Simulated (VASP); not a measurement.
# BH2I2 (Fmm2) in VASP: single point with PBE

Aim: the single point of BH2I2 with PBE.

Program: VASP 6.6.1. These are calculated values, not measurements. Logs are shortened: lines on timing, memory, paths and dates and some standing lists are left out, and cuts for length are marked.

## 1. The cell of the first run

Symmetry: Fmm2, No. 42, orthorhombic system. Conventional cell: a = 7.468 Å, b = 13.239 Å, c = 4.831 Å, α = 90.00°, β = 90.00°, γ = 90.00°. Within 2.8 Å of I (site symmetry m) lie 1 B at 2.15 Å and 2 H at 2.65 Å. B (site symmetry mm2) has 2 H at 1.02 Å within 1.4 Å. Within 1.4 Å of H (site symmetry m) lie 1 B at 1.02 Å.

## 2. Single point, PBE

The input, INCAR:

```
SYSTEM = BH2I2
PREC     = Accurate       ! precision mode
ENCUT    = 520            ! plane-wave cutoff, eV
EDIFF    = 1E-7           ! SCF threshold, eV
ISMEAR   = -1             ! smearing method
SIGMA    = 0.0419         ! smearing width, eV
LREAL    = .FALSE.        ! projectors in reciprocal space
LASPH    = .TRUE.         ! aspherical terms in the spheres
NELM     = 80             ! most SCF steps
ALGO     = Normal         ! electronic algorithm
ISIF     = 2              ! what is computed and relaxed
LWAVE    = .FALSE.        ! write WAVECAR
LCHARG   = .FALSE.        ! write CHGCAR
GGA      = PE             ! functional
NBANDS   = 18             ! bands
```

The input, KPOINTS:

```
Automatic mesh
0
G
  8 8 8
  0 0 0
```

The input, POSCAR:

```
BH2I2
1.0
   -3.7342060000      0.0000000000      2.4156700000
    3.7342060000      0.0000000000      2.4156700000
    0.0000000000      6.6193860000      2.4156700000
I B H
2 1 2
Direct
    0.1069500000      0.1069500000      0.2704600000
    0.3774100000      0.3774100000      0.7295400000
    0.9967400000      0.9967400000      0.0000000000
    0.7645800000      0.9884200000      0.0000000000
    0.9884200000      0.7645800000      0.0000000000
```

Potentials or basis: VASP PAW PBE potentials, release 64 (I, B, H).

Command:

```sh
$ cat potpaw_PBE.64/I/POTCAR potpaw_PBE.64/B/POTCAR potpaw_PBE.64/H/POTCAR > POTCAR
$ mpirun -np 1 vasp_std > vasp.out
```

OUTCAR:

```text
SYSTEM = BH2I2
   PREC = Accurate
   ENCUT = 520
   EDIFF = 1E-7
   ISMEAR = -1
   LREAL = .FALSE.
   LASPH = .TRUE.
   NELM = 80
   ISIF = 2
   GGA = PE

 ion  position               nearest neighbor table
   1  0.107  0.107  0.270-   3 2.15
   2  0.377  0.377  0.730-   3 2.15
   3  0.997  0.997  0.000-   4 1.02   5 1.02   1 2.15   2 2.15
   4  0.765  0.988  0.000-   3 1.02
   5  0.988  0.765  0.000-   3 1.02

  LATTYP: Found a face centered orthorhombic cell.
 ALAT       =     4.8313400000
 B/A-ratio  =     1.5458262097
 C/A-ratio  =     2.7401863665

  Lattice vectors:

 A1 = (   3.7342060000,   6.6193860000,   0.0000000000)
 A2 = (   0.0000000000,   6.6193860000,   2.4156700000)
 A3 = (   3.7342060000,   0.0000000000,   2.4156700000)

Analysis of symmetry for initial positions (statically):
=====================================================================
 Subroutine PRICEL returns:
 Original cell was already a primitive cell.

 Routine SETGRP: Setting up the symmetry group for a
 face centered orthorhombic supercell.

 Subroutine GETGRP returns: Found  4 space group operations
 (whereof  4 operations were pure point group operations)
 out of a pool of  8 trial point group operations.

The static configuration has the point symmetry C_2v.

Analysis of symmetry for dynamics (positions and initial velocities):
=====================================================================
 Subroutine PRICEL returns:
 Original cell was already a primitive cell.

 Routine SETGRP: Setting up the symmetry group for a
 face centered orthorhombic supercell.

 Subroutine GETGRP returns: Found  4 space group operations
 (whereof  4 operations were pure point group operations)
 out of a pool of  8 trial point group operations.

The dynamic configuration has the point symmetry C_2v.

 Subroutine INISYM returns: Found  4 space group operations
 (whereof  4 operations are pure point group operations),
 and found     1 'primitive' translations

----------------------------------------------------------------------------------------

                                     Primitive cell

  volume of cell :     119.4218

  direct lattice vectors                    reciprocal lattice vectors
    -3.734206000  0.000000000  2.415670000    -0.133897273 -0.075535707  0.206981914
     3.734206000  0.000000000  2.415670000     0.133897273 -0.075535707  0.206981914
     0.000000000  6.619386000  2.415670000     0.000000000  0.151071414  0.000000000

  length of vectors
     4.447443760  4.447443760  7.046398553     0.257828694  0.257828694  0.151071414

  position of ions in fractional coordinates (direct lattice)
     0.106950000  0.106950000  0.270460000
     0.377410000  0.377410000  0.729540000
     0.996740000  0.996740000  0.000000000
     0.764580000  0.988420000  0.000000000
     0.988420000  0.764580000  0.000000000

  ion indices of the primitive-cell ions
   primitive index   ion index
                 1           1
                 2           2
                 3           3
                 4           4
                 5           5

----------------------------------------------------------------------------------------

 KPOINTS: Automatic mesh

Automatic generation of k-mesh.
 Grid dimensions read from file:
 generate k-points for:    8    8    8

 Generating k-lattice:

  Cartesian coordinates                     Fractional coordinates (reciprocal lattice)
    -0.016737159 -0.009441963  0.025872739     0.125000000  0.000000000  0.000000000
     0.016737159 -0.009441963  0.025872739     0.000000000  0.125000000  0.000000000
     0.000000000  0.018883927  0.000000000     0.000000000  0.000000000  0.125000000

  Length of vectors
     0.032228587  0.032228587  0.018883927

  Shift w.r.t. Gamma in fractional coordinates (k-lattice)
     0.000000000  0.000000000  0.000000000

 Subroutine IBZKPT returns following result:
 ===========================================

 Found     95 irreducible k-points:

 Following reciprocal coordinates:
            Coordinates               Weight
  0.000000  0.000000  0.000000      1.000000
  0.125000 -0.000000 -0.000000      8.000000
  0.250000 -0.000000 -0.000000      8.000000
  0.375000 -0.000000 -0.000000      8.000000
  0.500000 -0.000000 -0.000000      4.000000
  0.125000  0.125000 -0.000000      4.000000
[... 16 lines left out ...]
  0.250000 -0.000000  0.125000      4.000000
  0.375000 -0.000000  0.125000      8.000000
 [... further k-points ...]
   k-points           NKPTS =     95   k-points in BZ     NKDIM =     95   number of bands    NBANDS=     18
   number of dos      NEDOS =    301   number of ions     NIONS =      5
   total plane-waves  NPLWV =  69984
   dimension x,y,z NGX =    36 NGY =   36 NGZ =   54
   dimension x,y,z NGXF=    72 NGYF=   72 NGZF=  108
   ions per type =               2   1   2
   NGX,Y,Z   is equivalent  to a cutoff of  13.46, 13.46, 12.74 a.u.
   NGXF,Y,Z  is equivalent  to a cutoff of  26.91, 26.91, 25.48 a.u.
 SYSTEM =  BH2I2
   PREC   = accura    normal or accurate (medium, high low for compatibility)
   ISTART =      0    job   : 0-new  1-cont  2-samecut
   ICHARG =      2    charge: 1-file 2-atom 10-const
   ISPIN  =      1    spin polarized calculation?
   LNONCOLLINEAR =      F non collinear calculations
   LSORBIT =      F    spin-orbit coupling
   LASPH  =      T    aspherical Exc in radial PAW
   ENCUT  =  520.0 eV  38.22 Ry    6.18 a.u.   8.27  8.27 13.10*2*pi/ulx,y,z
   NELM   =     80;   NELMIN=  2; NELMDL= -5     # of ELM steps
   EDIFF  = 0.1E-06   stopping-criterion for ELM
   LREAL  =      F    real-space projection
   EDIFFG = 0.1E-05   stopping-criterion for IOM
   NSW    =      0    number of steps for IOM
   IBRION =     -1    ionic relax: 0-MD 1-quasi-New 2-CG
   NFREE  =      0    steps in history (QN), initial steepest desc. (CG)
   ISIF   =      2    stress and relaxation
   ISYM   =      2    0-nonsym 1-usesym 2-fastsym
   POTIM  = 0.5000    time-step for ionic-motion
   TEBEG  =    0.0;   TEEND  =   0.0 temperature during run
   PSTRESS=    0.0 pullay stress
   NELECT =      19.0000    total number of electrons
   NUPDOWN=      -1.0000    fix difference up-down
   EMIN   =  10.00;   EMAX   =-10.00  energy-range for DOS
   EFERMI =   0.00;   METHOD = LEGACY
   ISMEAR =    -1;   SIGMA  =   0.04  broadening in eV -4-tet -1-fermi 0-gaus
   EFERMI_NEDOS =   21; number of points for ismear=-14 and -15
   IALGO  =     38    algorithm
   IMIX   =      4    mixing-type and parameters
     AMIX     =   0.40;   BMIX     =  1.00
     AMIX_MAG =   1.60;   BMIX_MAG =  1.00
  volume/ion in A,a.u.               =      23.88       161.18
  Fermi-wavevector in a.u.,A,eV,Ry     =   0.887084  1.676346 10.706674  0.786918
  Thomas-Fermi vector in A             =   2.008336
   LORBIT       =      0    0 simple, 1 ext, 2 COOP (PROOUT), +10 PAW based schemes
   GGA     = PE    functional components
   LHFCALC =     F    Hartree Fock is set to
   AEXX    =    0.0000 exact exchange contribution
   IVDW    =     0    specifies the selected vdW correction
   LEPSILON=     F    determine dielectric tensor
   LRPA    =     F    only Hartree local field effects (RPA)
 non-spin polarized calculation
  energy-cutoff  :      520.00
  volume of cell :      119.42
 maximum number of plane-waves:      3232
 NGX is ok and might be reduce to    36
   NGX = 17   NGY = 17   NGZ = 27

 number of electron      19.0000000 magnetization

 Free energy of the ion-electron system (eV)
  ---------------------------------------------------
  ext. energy  EPLUGINS =         0.00000000
  ---------------------------------------------------
  free energy    TOTEN  =       -14.52101426 eV

  energy without entropy =      -14.46831046  energy(sigma->0) =      -14.49466236

 E-fermi :   0.4104     XC(G=0):  -7.5374

 val. band max:        0.4047875378   @ k =  -0.3750   0.2500   0.0000
 cond. band min:       0.4164900667   @ k =  -0.2500   0.2500   0.1250
 fundamental gap:      0.0117025289
 Fermi energy:         0.4103732221

 k-point     1 :       0.0000    0.0000    0.0000
  band No.  band energies     occupation
      1     -12.0168      2.00000
      2     -10.9042      2.00000
      3      -6.4602      2.00000
      4      -2.5848      2.00000
      5      -2.4009      2.00000
      6      -1.5619      2.00000
[... 10 lines left out ...]
     17       9.5173      0.00000
     18       9.7414      0.00000

 k-point     2 :       0.1250   -0.0000   -0.0000
  band No.  band energies     occupation
      1     -11.9778      2.00000
      2     -10.9063      2.00000
      3      -6.4518      2.00000
      4      -2.6803      2.00000
      5      -2.4576      2.00000
      6      -1.6602      2.00000
[... 10 lines left out ...]
     17       9.5816      0.00000
     18      10.0243      0.00000

 k-point     3 :       0.2500   -0.0000   -0.0000
  band No.  band energies     occupation
      1     -11.8781      2.00000
      2     -10.9135      2.00000
      3      -6.4509      2.00000
      4      -2.8900      2.00000
      5      -2.5169      2.00000
      6      -1.8675      2.00000
[... 10 lines left out ...]
     17      10.0460      0.00000
     18      10.5712      0.00000

 k-point     4 :       0.3750   -0.0000   -0.0000
  band No.  band energies     occupation
      1     -11.7686      2.00000
      2     -10.9255      2.00000
      3      -6.4809      2.00000
      4      -3.0379      2.00000
      5      -2.5381      2.00000
      6      -1.9883      2.00000
[... 10 lines left out ...]
     17      10.4287      0.00000
     18      10.8942      0.00000

 k-point     5 :       0.5000   -0.0000   -0.0000
  band No.  band energies     occupation
      1     -11.7196      2.00000
      2     -10.9327      2.00000
      3      -6.5031      2.00000
      4      -3.0851      2.00000
      5      -2.5503      2.00000
      6      -1.9720      2.00000
[... 10 lines left out ...]
     17      10.3933      0.00000
     18      11.3317      0.00000

 k-point     6 :       0.1250    0.1250   -0.0000
  band No.  band energies     occupation
      1     -11.9043      2.00000
      2     -10.9282      2.00000
      3      -6.4580      2.00000
      4      -2.7606      2.00000
      5      -2.5361      2.00000
      6      -1.8228      2.00000
[... 307 lines left out ...]
 k-point    21 :       0.5000    0.5000   -0.0000
  band No.  band energies     occupation
      1     -11.7680      2.00000
      2     -10.7552      2.00000
      3      -6.3136      2.00000
      4      -3.6254      2.00000
      5      -2.6391      2.00000
      6      -1.8093      2.00000
[... 10 lines left out ...]
     17      10.8216      0.00000
     18      11.6729      0.00000

 k-point    22 :       0.0000    0.0000    0.1250
  band No.  band energies     occupation
      1     -11.9937      2.00000
      2     -10.9459      2.00000
      3      -6.4186      2.00000
      4      -2.5508      2.00000
      5      -2.3994      2.00000
      6      -1.5539      2.00000
[... 10 lines left out ...]
     17       9.4510      0.00000
     18       9.7459      0.00000

 k-point    23 :       0.2500   -0.0000    0.1250
  band No.  band energies     occupation
      1     -11.8963      2.00000
      2     -10.8824      2.00000
      3      -6.4732      2.00000
      4      -2.9204      2.00000
      5      -2.5237      2.00000
      6      -1.9132      2.00000
[... 10 lines left out ...]
     17       9.8956      0.00000
     18      10.7728      0.00000

 k-point    24 :       0.3750   -0.0000    0.1250
  band No.  band energies     occupation
      1     -11.7899      2.00000
      2     -10.8918      2.00000
      3      -6.4973      2.00000
      4      -3.0633      2.00000
      5      -2.5302      2.00000
      6      -2.1306      2.00000
[... 10 lines left out ...]
     17      10.2298      0.00000
     18      11.0364      0.00000

 [... further k-points ...]

------------------------ aborting loop because EDIFF is reached ----------------------------------------

  FORCE on cell =-STRESS in cart. coord.  units (eV):
  Direction    XX          YY          ZZ          XY          YZ          ZX
  --------------------------------------------------------------------------------------
  -------------------------------------------------------------------------------------
  Total        9.6460413      3.2530250      5.7527786      0.0000000      0.0000000      0.0000000
  in kB      129.4124677     43.6429805     77.1799796      0.0000000      0.0000000      0.0000000
  external PRESSURE =      83.4118093 kB  Pullay stress =       0.0000000 kB

 VOLUME and BASIS-vectors are now :
 -----------------------------------------------------------------------------
  energy-cutoff  :      520.00
  volume of cell :      119.42
      direct lattice vectors                 reciprocal lattice vectors
    -3.734206000  0.000000000  2.415670000    -0.133897273 -0.075535707  0.206981914
     3.734206000  0.000000000  2.415670000     0.133897273 -0.075535707  0.206981914
     0.000000000  6.619386000  2.415670000     0.000000000  0.151071414  0.000000000

 POSITION                                       TOTAL-FORCE (eV/Angst)
 -----------------------------------------------------------------------------------
      0.00000      1.79028      1.17005         0.000000      0.906177      0.676964
      0.00000      4.82911      3.58572         0.000000     -0.906177      0.676964
      0.00000      0.00000      4.81559         0.000000      0.000000      5.773723
      0.83586      0.00000      4.23467         5.662369      0.000000     -3.563826
     -0.83586      0.00000      4.23467        -5.662369      0.000000     -3.563826
 -----------------------------------------------------------------------------------
    total drift:                               -0.000000      0.000003      0.000698

  FREE ENERGIE OF THE ION-ELECTRON SYSTEM (eV)
  ---------------------------------------------------
  free  energy   TOTEN  =       -14.5210142646 eV

  energy  without entropy=      -14.4683104581  energy(sigma->0) =      -14.49466236
```

Run time: 4.3 min. Hardware: 1 thread of Oxide Virtual Turin-like, shared host; peak memory 0.35 GiB.

Results:

```
Free energy            : -14.5210 eV
Pressure               : 8.3 GPa
Largest force          : 6.691 eV/Å
Band gap on the k mesh : zero (an odd number of electrons rules out a gap without spin polarisation)
```

Forces in eV/Å, atoms in the order of the input:
```
I    0.000  0.906  0.677
I    0.000 -0.906  0.677
B    0.000  0.000  5.774
H    5.662  0.000 -3.564
H   -5.662  0.000 -3.564
```

Levels at points of the mesh, in eV from the Fermi level:
```
           k point  band 6  band 7  band 8  band 9  band 10  band 11  band 12  band 13  band 14  band 15
(0.00, 0.00, 0.00)   -1.97   -0.44    0.03    0.06     0.11     5.38     6.16     6.33     7.12     8.30
(0.50, 0.00, 0.00)   -2.38   -1.12   -0.54   -0.21     0.11     5.67     6.53     6.73     7.32     8.70
(0.50, 0.50, 0.00)   -2.22   -1.04   -0.59   -0.58    -0.06     5.57     6.00     7.30     7.30     7.36
(0.00, 0.00, 0.50)   -2.18   -0.92   -0.23   -0.04     0.10     4.97     5.70     7.61     7.86     7.98
(0.50, 0.50, 0.50)   -2.37   -1.72   -1.16   -0.36     0.09     4.89     5.67     7.61     7.78     9.44
```

Caveat: the stress differs along the axes, from 4 to 13 GPa; spin-orbit coupling is left out, which moves the levels of the heavy elements; this functional lacks dispersion, which binds layers or chains, so the pressure and a relaxed spacing across them are unreliable; an odd number of electrons without spin polarisation forces a metal; a magnetic or distorted state may lie lower.
